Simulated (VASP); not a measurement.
Runs of VASP 6.6.1 on Ir. The structure is that of space group Fm-3m (No. 225), or close to it. The cells are those of the table. 

| task | cell | k mesh | cutoff (eV) | gap on the mesh (eV) | pressure (GPa) |
| --- | --- | --- | --- | --- | --- |
| relaxation of cell and atoms | relaxed to 340 GPa from a = 2.393 Å, angles 60.0°, 1 atom | 19 × 19 × 19 | 600 | none | 340.0 |
| single point | a = 2.394 Å, angles 60.0°, 1 atom | 19 × 19 × 19 | 520 | none | 353.5 |
| single point | a = 2.695 Å, angles 60.0°, 1 atom | 18 × 18 × 18 | 500 | none | (a) |
| relaxation of cell and atoms | relaxed to 340 GPa from a = 2.394 Å, angles 60.0°, 1 atom | 19 × 19 × 19 | 600 | none | 340.0 |
| single point | a = 2.393 Å, angles 60.0°, 1 atom | 19 × 19 × 19 | 500 | none | 355.6 |

Alike in all rows: level LDA; potentials or basis VASP PAW LDA potentials, release 64 (Ir); no spin polarisation; smearing fermi-dirac 0.08 eV.

Question: Fill in the values left out.

Answer: (a) 2.6.

Caveats: spin-orbit coupling is left out, which moves the levels of the heavy elements; the cell is relaxed towards a set pressure, so the enthalpy falls and the energy may rise (some runs).

A k mesh can miss the band edges, and the runs leave out spin-orbit coupling on Ir.

A gap of «none» marks levels without a gap at the run's occupations.
